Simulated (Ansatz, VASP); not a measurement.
Given: the input of a run of Ansatz 0.2.0 on SnO2.

input.yaml

```yaml
crystal:
  lattice:
    - [3.2305756168, 0.0, 0.0]
    - [-1.6152878084, 2.797760553, 0.0]
    - [0.0, 0.0, 10.790562]
  atoms:
    - { symbol: Sn, position: [-0.002092, 0.006941, -0.00087] }
    - { symbol: Sn, position: [0.001325, -0.01531, 0.500891] }
    - { symbol: O, position: [0.315615, 0.663797, 0.908111] }
    - { symbol: O, position: [0.325538, 0.665659, 0.594106] }
    - { symbol: O, position: [0.655981, 0.326462, 0.092023] }
    - { symbol: O, position: [0.654502, 0.326467, 0.406153] }
hamiltonian:
  xc: pbe
  pseudopotentials: { kind: paw }
kpoints:
  mp_grid: { grid: [9, 9, 3] }
scf:
  occupations: { method: fermi_dirac, width: 0.05 }
output:
  forces: true
  stress: true
  eigenvalues: true
```

Potentials or basis: Ansatz PAW.

The run is started by

```sh
$ ansatz run input.yaml --threads 2 --pin off --max-ram 5120MiB --backend cpu --events-out ev --progress --plain --runs-dir out
```

Translate it to VASP 6.6.1. Potentials there: VASP PAW PBE potentials, release 64 (Sn_d, O).

As run (the cutoff follows the program's own potentials):

File INCAR:

```
SYSTEM = SnO2
  ALGO = Normal
  EDIFF = 1E-7
  ENCUT = 520
  GGA = PE
  ISIF = 2
  ISMEAR = -1
  LASPH = .TRUE.
  LCHARG = .TRUE.
  LELF = .TRUE.
  LREAL = .FALSE.
  LVHAR = .TRUE.
  LWAVE = .FALSE.
  NBANDS = 35
  NELM = 80
  PREC = Accurate
  SIGMA = 0.05
```

KPOINTS

```
k-points
0
G
  9 9 3
  0 0 0
```

The input POSCAR:

```
SnO2
1.0
    3.2305756168      0.0000000000      0.0000000000
   -1.6152878084      2.7977605530      0.0000000000
    0.0000000000      0.0000000000     10.7905620000
Sn O
2 4
Direct
   -0.0020920000      0.0069410000     -0.0008700000
    0.0013250000     -0.0153100000      0.5008910000
    0.3156150000      0.6637970000      0.9081110000
    0.3255380000      0.6656590000      0.5941060000
    0.6559810000      0.3264620000      0.0920230000
    0.6545020000      0.3264670000      0.4061530000
```

Potentials or basis: VASP PAW PBE potentials, release 64 (Sn_d, O).

Command:

```bash
$ cat potpaw_PBE.64/Sn_d/POTCAR potpaw_PBE.64/O/POTCAR > POTCAR
$ mpirun -np 1 vasp_std > vasp.out
```

Both were run:

|  | VASP | Ansatz | Ansatz less VASP |
| --- | --- | --- | --- |
| gap on the k mesh at the Fermi level (eV) | 2.09 | 2.11 | +0.023 |
| least direct gap on the mesh (eV) | 2.52 | 2.54 | +0.016 |
| pressure (GPa) | 1.3 | 0.8 | -0.48 |
| traceless stress, the component that is largest in VASP (GPa) | -0.42 | -0.41 | +0.007 |
| rms of the force components (eV/Å) | 0.336 | 0.322 | -0.0137 |

Atom by atom the forces differ by 0.026 eV/Å (rms over components).

Noted on Ansatz's run: odd divisions of the mesh miss points on the zone boundary, where band edges often lie, so the gap on the mesh can be too wide.
